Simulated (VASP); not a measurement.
GdO: single point with LDA+U

The system is GdO.

```xyz
2
Lattice="3.1133 0.0000 0.0000 -1.5566 2.6962 0.0000 0.0000 0.0000 3.0384" Properties=species:S:1:pos:R:3 pbc="T T T"
Gd    0.0000    0.0000    0.0000
O     1.5566    0.8987    1.5192
```

```yaml
Program: VASP 6.6.1
Task: single point
Functional: LDA
Potentials_or_basis: VASP PAW PBE potentials, release 64 (Gd, O)
Cutoff: 520 eV
k_mesh: 10 × 10 × 9
Occupations: fermi-dirac, width 0.05 eV
Spin: collinear spin, ferromagnetic start
Starting_moments: "[7.0, 0.0] μB"
Hubbard_terms: Gd f U = 2.0 eV
```

- Pressure: 19.2 GPa
- Net moment: 7.21 μB per cell
- Site moments: Gd +6.91; O -0.02 μB
- Valence electrons inside the program's atomic spheres: Gd 15.46; O 5.02

Stress tensor (GPa, compression positive):
```
20.36  0.00  0.00
 0.00 20.36  0.00
 0.00  0.00 16.81
```

Levels at points of the mesh, in eV from the Fermi level:
Spin up:
| k point | band 12 | band 13 | band 14 | band 15 | band 16 | band 17 | band 18 | band 19 | band 20 | band 21 |
| --- | --- | --- | --- | --- | --- | --- | --- | --- | --- | --- |
| (0.00, 0.00, 0.00) | -5.36 | -5.02 | -5.02 | -3.88 | -2.73 | 0.83 | 3.51 | 3.51 | 6.65 | 6.65 |
| (0.50, 0.00, 0.00) | -5.45 | -5.33 | -4.98 | -4.02 | -2.22 | 3.54 | 5.36 | 5.39 | 7.59 | 7.69 |
Spin down:
| k point | band 4 | band 5 | band 6 | band 7 | band 8 | band 9 | band 10 | band 11 | band 12 | band 13 |
| --- | --- | --- | --- | --- | --- | --- | --- | --- | --- | --- |
| (0.00, 0.00, 0.00) | -19.65 | -19.65 | -5.42 | -5.42 | -4.47 | -1.86 | -0.09 | 1.23 | 1.23 | 1.23 |
| (0.50, 0.00, 0.00) | -19.45 | -17.79 | -7.13 | -6.05 | -4.70 | -1.43 | 0.99 | 1.01 | 1.25 | 1.34 |

Eigenvalues of the final occupation matrices:
```csv
site,spin,trace,eigenvalues
site 1 f,1,6.92,0.99 0.99 0.99 0.99 0.99 0.99 0.99
site 1 f,2,0.12,0.01 0.01 0.01 0.01 0.01 0.02 0.03
```

Run time: 2 min on 1 thread of AMD EPYC 9R45 (Zen 5), with other jobs on the host, peak memory 0.16 GiB.

Caveat: the PAW data sets were made with another functional, which shifts forces and pressure a little; spin-orbit coupling is left out, which moves the levels of the heavy elements; a cell with one magnetic atom can't hold antiferromagnetic order, which such compounds often take. The state reached can hang on the start; a lower one may exist.
